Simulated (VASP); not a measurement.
# TiO2 (C2/m) in VASP: settings compared, part 2 of 2

VASP 6.6.1. Earlier steps stand in the parts before.

### 4 Single point, BLYP+D4

The input, INCAR:

```
PREC     = Accurate       # precision mode
ENCUT    = 520            # plane-wave cutoff, eV
EDIFF    = 1E-6           # SCF threshold, eV
ISMEAR   = -1             # smearing method
SIGMA    = 0.05           # smearing width, eV
LREAL    = False          # projectors in reciprocal space
LASPH    = True           # aspherical terms in the spheres
NELM     = 100            # most SCF steps
ALGO     = Normal         # electronic algorithm
ISIF     = 2              # what is computed and relaxed
LWAVE    = False          # write WAVECAR
LCHARG   = False          # write CHGCAR
GGA      = B5             # functional
ALDAX    = 1.0          
AGGAX    = 1.0          
AGGAC    = 1.0          
ALDAC    = 0.0          
IVDW     = 13             # dispersion correction
VDW_S6   = 1.0          
VDW_S8   = 2.34076671   
VDW_A1   = 0.44488865   
VDW_A2   = 4.0933009    
NBANDS   = 60             # bands
```

The input, KPOINTS:

```
Automatic mesh
0
Gamma
  8 8 4
```

The input, POSCAR:

```
TiO2
1.0
    6.2345546003     -1.9082538226      0.0000000000
    6.2345546003      1.9082538226      0.0000000000
   -1.9537017297      0.0000000000      6.4122523021
Ti O
4 8
Direct
    0.9000710000      0.9000710000      0.2896020000
    0.1952860000      0.1952860000      0.2837620000
    0.0999290000      0.0999290000      0.7103980000
    0.8047140000      0.8047140000      0.7162380000
    0.3619310000      0.3619310000      0.2933970000
    0.2634885000      0.2634885000      0.6525000000
    0.8671885000      0.8671885000      0.9952910000
    0.7365115000      0.7365115000      0.3475000000
    0.9416475000      0.9416475000      0.6300210000
    0.1328115000      0.1328115000      0.0047090000
    0.6380690000      0.6380690000      0.7066030000
    0.0583525000      0.0583525000      0.3699790000
```

Launch:

```console
$ cat potpaw_PBE.64/Ti_sv/POTCAR potpaw_PBE.64/O/POTCAR > POTCAR
$ mpirun -np 1 vasp_std > vasp.out
```

Run time: 27 min. Hardware: 1 thread of Oxide Virtual Turin-like, shared host; peak memory 0.63 GiB.

It converged, with:

| Property | Result |
| --- | --- |
| Free energy | -107.3773 eV |
| Pressure | -8.2 GPa |
| Largest force | 0.410 eV/Å |
| Band gap on the k mesh | 2.57 eV (least direct gap 2.73 eV) |
| Dispersion energy per atom | -0.312 eV |

Forces on the atoms (eV/Å):
```
Ti   0.201  0.000 -0.200
Ti  -0.160  0.000 -0.377
Ti  -0.201  0.000  0.200
Ti   0.160  0.000  0.377
O   -0.112  0.000 -0.012
O   -0.043  0.000  0.103
O   -0.173  0.000 -0.115
O    0.043  0.000 -0.103
O    0.063  0.000  0.036
O    0.173  0.000  0.115
O    0.112  0.000  0.012
O   -0.063  0.000 -0.036
```

Stress tensor (GPa, compression positive):
```
-8.07  0.00 -0.20
 0.00 -8.54  0.00
-0.20  0.00 -8.12
```

Levels at points of the mesh, in eV from the valence-band top:
```csv
k point,band 45,band 46,band 47,band 48,band 49,band 50,band 51,band 52
"(0.00, 0.00, 0.00)",-0.73,-0.72,-0.35,-0.16,2.57,2.88,3.09,3.11
"(0.50, 0.00, 0.00)",-0.82,-0.47,-0.20,-0.12,2.91,2.96,3.34,3.40
"(0.50, 0.50, 0.00)",-0.84,-0.63,-0.37,-0.11,2.70,2.74,3.21,3.27
"(0.00, 0.00, 0.50)",-0.68,-0.66,-0.56,-0.42,2.68,2.92,3.07,3.15
"(0.50, 0.00, 0.50)",-0.65,-0.51,-0.09,-0.01,2.95,2.99,3.21,3.40
"(0.50, 0.50, 0.50)",-0.80,-0.43,-0.20,-0.20,2.81,2.90,3.04,3.18
```

Caveat: the cell stands under tension; the PAW data sets were made with another functional, which shifts forces and pressure a little. A k mesh can miss the band edges.

### 5 Single point, RPBE

This run uses another cell than the first one, of 11.98 Å³/atom.

The input, INCAR:

```
PREC     = Accurate       # precision mode
ENCUT    = 520            # plane-wave cutoff, eV
EDIFF    = 1E-7           # SCF threshold, eV
ISMEAR   = -1             # smearing method
SIGMA    = 0.05           # smearing width, eV
LREAL    = False          # projectors in reciprocal space
LASPH    = True           # aspherical terms in the spheres
NELM     = 80             # most SCF steps
ALGO     = Normal         # electronic algorithm
ISIF     = 2              # what is computed and relaxed
LWAVE    = False          # write WAVECAR
LCHARG   = False          # write CHGCAR
GGA      = RP             # functional
NBANDS   = 60             # bands
```

The input, KPOINTS:

```
regular mesh
0
Gamma
  8 8 4
```

Changes to POSCAR since step 4:

```diff
@@ -2,5 +2,5 @@
 1.0
-    6.2345546003     -1.9082538226      0.0000000000
-    6.2345546003      1.9082538226      0.0000000000
-   -1.9537017297      0.0000000000      6.4122523021
+    6.1122767729     -1.8708273909      0.0000000000
+    6.1122767729      1.8708273909      0.0000000000
+   -1.9153839319      0.0000000000      6.2864893037
 Ti O
```

Potentials or basis: VASP PAW PBE potentials, release 64 (Ti_sv, O).

Launch:

```console
$ cat potpaw_PBE.64/Ti_sv/POTCAR potpaw_PBE.64/O/POTCAR > POTCAR
$ mpirun -np 1 vasp_std > vasp.out
```

OUTCAR:

```text
PREC = Accurate
   ENCUT = 520
   EDIFF = 1E-7
   ISMEAR = -1
   LREAL = False
   LASPH = True
   NELM = 80
   ISIF = 2
   GGA = RP

 ion  position               nearest neighbor table
   1  0.900  0.900  0.290-  12 1.85   7 1.86   5 1.93   5 1.93   8 2.14   9 2.14
   2  0.195  0.195  0.284-  10 1.77  12 1.92   8 1.95   8 1.95   5 2.02   6 2.32
   3  0.100  0.100  0.710-   9 1.85  10 1.86  11 1.93  11 1.93   6 2.14  12 2.14
   4  0.805  0.805  0.716-   7 1.77   9 1.92   6 1.95   6 1.95  11 2.02   8 2.32
   5  0.362  0.362  0.293-   1 1.93   1 1.93   2 2.02
   6  0.263  0.263  0.653-   4 1.95   4 1.95   3 2.14   2 2.32
   7  0.867  0.867  0.995-   4 1.77   1 1.86
   8  0.737  0.737  0.347-   2 1.95   2 1.95   1 2.14   4 2.32
   9  0.942  0.942  0.630-   3 1.85   4 1.92   1 2.14
  10  0.133  0.133  0.005-   2 1.77   3 1.86
  11  0.638  0.638  0.707-   3 1.93   3 1.93   4 2.02
  12  0.058  0.058  0.370-   1 1.85   2 1.92   3 2.14

  LATTYP: Found a base centered monoclinic cell.
 ALAT       =    12.2245535458
 B/A-ratio  =     0.3060770087
 C/A-ratio  =     0.5375907333
 COS(beta)  =    -0.2914546970

  Lattice vectors:

[... 205 lines left out ...]
  band No.  band energies     occupation
      1     -53.4195      2.00000
      2     -53.4069      2.00000
      3     -53.3213      2.00000
      4     -53.3147      2.00000
      5     -29.7701      2.00000
      6     -29.7197      2.00000
[... 1501 lines left out ...]
     59       7.5330      0.00000
     60       7.5791      0.00000

 [... further k-points ...]
[... 5 lines left out ...]
  --------------------------------------------------------------------------------------
  -------------------------------------------------------------------------------------
  Total        6.8682403      6.6965961      7.0591923      0.0000000      0.0000000      0.0361612
  in kB       76.5387131     74.6259341     78.6666559      0.0000000      0.0000000      0.4029757
  external PRESSURE =      76.6104344 kB  Pullay stress =       0.0000000 kB

 VOLUME and BASIS-vectors are now :
 -----------------------------------------------------------------------------
  energy-cutoff  :      520.00
  volume of cell :      143.77
      direct lattice vectors                 reciprocal lattice vectors
     6.112276773 -1.870827391  0.000000000     0.081802578 -0.267261428  0.024923823
     6.112276773  1.870827391  0.000000000     0.081802578  0.267261428  0.024923823
    -1.915383932  0.000000000  6.286489304     0.000000000  0.000000000  0.159071296

 POSITION                                       TOTAL-FORCE (eV/Angst)
 -----------------------------------------------------------------------------------
     10.44827      0.00000      1.82058        -0.030486      0.000000     -0.003354
      1.84377      0.00000      1.78387        -0.067457      0.000000      0.002484
     -0.13910      0.00000      4.46591         0.030486      0.000000      0.003354
      8.46540      0.00000      4.50262         0.067457      0.000000     -0.002484
      3.86248      0.00000      1.84444         0.120186      0.000000     -0.012995
      1.97124      0.00000      4.10193         0.109129      0.000000      0.036048
      8.69463      0.00000      6.25689         0.085073      0.000000      0.057297
      8.33793      0.00000      2.18456        -0.109129      0.000000     -0.036048
     10.30449      0.00000      3.96062        -0.047310      0.000000      0.052681
      1.61454      0.00000      0.02960        -0.085073      0.000000     -0.057297
      6.44669      0.00000      4.44205        -0.120186      0.000000      0.012995
      0.00468      0.00000      2.32587         0.047310      0.000000     -0.052681
 -----------------------------------------------------------------------------------
    total drift:                               -0.000000      0.000000      0.000000

  FREE ENERGIE OF THE ION-ELECTRON SYSTEM (eV)
  ---------------------------------------------------
  free  energy   TOTEN  =      -102.9855920543 eV

  energy  without entropy=     -102.9855920542  energy(sigma->0) =     -102.98559205
```

Wall time 58 min (1 thread of Oxide Virtual Turin-like, shared host); peak memory 0.6 GiB.

Results:

| Quantity | Value |
| --- | --- |
| Free energy | -102.9856 eV |
| Pressure | 7.7 GPa |
| Largest force | 0.121 eV/Å |
| Band gap on the k mesh | 2.83 eV (least direct gap 3.00 eV) |

Forces in eV/Å, atoms in the order of the input:
```
Ti  -0.030  0.000 -0.003
Ti  -0.067  0.000  0.002
Ti   0.030  0.000  0.003
Ti   0.067  0.000 -0.002
O    0.120  0.000 -0.013
O    0.109  0.000  0.036
O    0.085  0.000  0.057
O   -0.109  0.000 -0.036
O   -0.047  0.000  0.053
O   -0.085  0.000 -0.057
O   -0.120  0.000  0.013
O    0.047  0.000 -0.053
```

Stress tensor (GPa, compression positive):
```
7.65 0.00 0.04
0.00 7.46 0.00
0.04 0.00 7.87
```

Caveat: the cell stands under pressure; the PAW data sets were made with another functional, which shifts forces and pressure a little. A k mesh can miss the band edges.

### 6 Single point, LDA

This run uses another cell than the first one, of 12.23 Å³/atom.

The input, INCAR:

```
SYSTEM = TiO2
PREC = Accurate
ENCUT = 520
EDIFF = 1E-7
ISMEAR = -1
SIGMA = 0.05
LREAL = .FALSE.
LASPH = .TRUE.
NELM = 60
ALGO = Normal
ISIF = 2
LWAVE = .FALSE.
LCHARG = .TRUE.
LELF = .TRUE.
LVHAR = .TRUE.
NBANDS = 60
```

The input, KPOINTS:

```
regular mesh
0
G
  8 8 4
  0 0 0
```

Changes to POSCAR since step 5:

```diff
@@ -2,5 +2,5 @@
 1.0
-    6.1122767729     -1.8708273909      0.0000000000
-    6.1122767729      1.8708273909      0.0000000000
-   -1.9153839319      0.0000000000      6.2864893037
+    6.1535771931     -1.8834685000      0.0000000000
+    6.1535771931      1.8834685000      0.0000000000
+   -1.9283261078      0.0000000000      6.3289668713
 Ti O
```

Potentials or basis: VASP PAW LDA potentials, release 64 (Ti_sv, O).

Launch:

```console
$ cat potpaw_LDA.64/Ti_sv/POTCAR potpaw_LDA.64/O/POTCAR > POTCAR
$ mpirun -np 1 vasp_std > vasp.out
```

Run time: 29 min. Hardware: 1 thread of Oxide Virtual Turin-like, shared host; peak memory 0.56 GiB.

It converged, with:

```
Free energy            : -117.2953 eV
Pressure               : -10.7 GPa
Largest force          : 0.211 eV/Å
Band gap on the k mesh : 2.64 eV (least direct gap 2.82 eV)
```

Forces on the atoms (eV/Å):
```
Ti  -0.052  0.000 -0.011
Ti   0.019  0.000 -0.052
Ti   0.052  0.000  0.011
Ti  -0.019  0.000  0.052
O   -0.211  0.000 -0.006
O   -0.159  0.000 -0.023
O   -0.179  0.000 -0.020
O    0.159  0.000  0.023
O    0.026  0.000 -0.067
O    0.179  0.000  0.020
O    0.211  0.000  0.006
O   -0.026  0.000  0.067
```

Stress tensor (GPa, compression positive):
```
-10.75   0.00   0.05
  0.00 -10.51   0.00
  0.05   0.00 -10.84
```

Levels at points of the mesh, in eV from the valence-band top:
```
           k point  band 44  band 45  band 46  band 47  band 48  band 49  band 50  band 51  band 52  band 53
(0.00, 0.00, 0.00)    -0.89    -0.76    -0.75    -0.35    -0.18     2.64     3.00     3.24     3.25     3.28
(0.50, 0.00, 0.00)    -1.03    -0.87    -0.47    -0.21    -0.13     3.04     3.08     3.52     3.57     3.84
(0.50, 0.50, 0.00)    -0.92    -0.88    -0.63    -0.39    -0.12     2.79     2.84     3.34     3.42     3.44
(0.00, 0.00, 0.50)    -0.75    -0.70    -0.66    -0.59    -0.43     2.76     3.03     3.19     3.31     3.32
(0.50, 0.00, 0.50)    -0.80    -0.68    -0.52    -0.10    -0.01     3.07     3.13     3.37     3.58     3.74
(0.50, 0.50, 0.50)    -1.10    -0.85    -0.41    -0.22    -0.20     2.91     3.02     3.15     3.32     3.35
```

Caveat: the cell stands under tension.

### 7 The runs side by side

| level | potentials or basis | cell | gap on the mesh (eV) | pressure (GPa) | largest force (eV/Å) |
| --- | --- | --- | --- | --- | --- |
| revPBE+D4 | VASP PAW PBE potentials, release 64 (Ti_sv, O) | a = 6.520, b = 6.520, c = 6.703 Å, angles 106.2, 106.2, 34.0°, 12 atoms | 2.62 | -10.5 | 0.47 |
| PBE exchange alone | VASP PAW PBE potentials, release 64 (Ti_sv, O) | a = 6.435, b = 6.435, c = 6.616 Å, angles 106.2, 106.2, 34.0°, 12 atoms | 2.76 | 15.0 | 0.28 |
| BLYP+D4 | VASP PAW PBE potentials, release 64 (Ti_sv, O) | a = 6.520, b = 6.520, c = 6.703 Å, angles 106.2, 106.2, 34.0°, 12 atoms | 2.57 | -8.2 | 0.41 |
| RPBE | VASP PAW PBE potentials, release 64 (Ti_sv, O) | a = 6.392, b = 6.392, c = 6.572 Å, angles 106.2, 106.2, 34.0°, 12 atoms | 2.83 | 7.7 | 0.12 |
| LDA | VASP PAW LDA potentials, release 64 (Ti_sv, O) | a = 6.435, b = 6.435, c = 6.616 Å, angles 106.2, 106.2, 34.0°, 12 atoms | 2.64 | -10.7 | 0.21 |

Alike in all rows: task single point; no spin polarisation; k mesh 8 × 8 × 4; cutoff (eV) 520; smearing fermi-dirac 0.05 eV.

Caveats: the cell stands under tension (at least some runs); the PAW data sets were made with another functional, which shifts forces and pressure a little (at least some runs); the cell stands under pressure (at least some runs).

Total energies depend on the potentials used, so only differences within one code and one set of settings carry meaning.
